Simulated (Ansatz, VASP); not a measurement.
Na4Cu in VASP and in Ansatz

```xyz
5
Lattice="4.6983 0.0000 0.0000 -2.3491 4.0688 0.0000 0.0000 0.0000 5.0132" Properties=species:S:1:pos:R:3 pbc="T T T"
Na    0.0000    0.0000    1.1377
Na    2.3491    0.0000    3.5328
Na   -1.1746    2.0344    3.5328
Na    1.1746    2.0344    3.5328
Cu    0.0000    0.0000    3.3799
```

Alike in both runs: task relaxation of cell and atoms; functional PBE; k mesh 6 × 6 × 4; occupations gaussian, width 0.1 eV; no spin polarisation.

```csv
,VASP,Ansatz
version,VASP 6.6.1,Ansatz 0.2.0
potentials or method,"VASP PAW PBE potentials, release 64 (Na_pv, Cu), cutoff 600 eV","scalar-relativistic, plane waves, PAW"
valence electrons in the cell,39,55
```

```csv
,VASP,Ansatz,Ansatz less VASP
"gap on the k mesh at the Fermi level, each at its own relaxed structure (eV)",none,none,-
relaxed volume (Å³/atom),37.91,37.52,-0.389
relaxed cell length with the largest relative difference (Å),6.375,6.327,-0.0475
```

A gap of «none» marks a metal or a gap that the smearing closes. VASP's potentials hold 39 valence electrons a cell and Ansatz's 55, so a difference there can come from the potentials and not from the codes.

Noted on VASP's run: the volume moved by over 15 % at a fixed basis, so the end points are rough.
